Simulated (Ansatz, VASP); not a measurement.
AlN: VASP beside Ansatz

```xyz
4
Lattice="2.7750 0.0000 0.0000 -1.3875 2.4032 0.0000 0.0000 0.0000 4.7422" Properties=species:S:1:pos:R:3 pbc="T T T"
Al    0.0000    0.0000    0.0000
Al    0.0000    0.0000    2.3711
N     0.0000    1.6022    1.1855
N     1.3875    0.8011    3.5566
```

Alike in both runs: task single point; functional r2SCAN; k mesh 9 × 9 × 4; no spin polarisation.

|  | VASP | Ansatz |
| --- | --- | --- |
| version | VASP 6.6.1 | Ansatz 0.2.0 |
| potentials or method | VASP PAW PBE potentials, release 64 (Al, N) | plane waves, PAW |
| plane-wave cutoff (eV) | 520 | 500 |
| occupations | gaussian, width 0.01 eV | fixed |
| valence electrons in the cell | 16 | 16 |

```tsv
	VASP	Ansatz	Ansatz less VASP
gap on the k mesh at the Fermi level (eV)	6.20	6.22	+0.018
pressure (GPa)	17.7	18.5	+0.80
traceless stress, the component that is largest in VASP (GPa)	1.92	2.02	+0.103
```

VASP's potentials were made for PBE, not for r2SCAN.
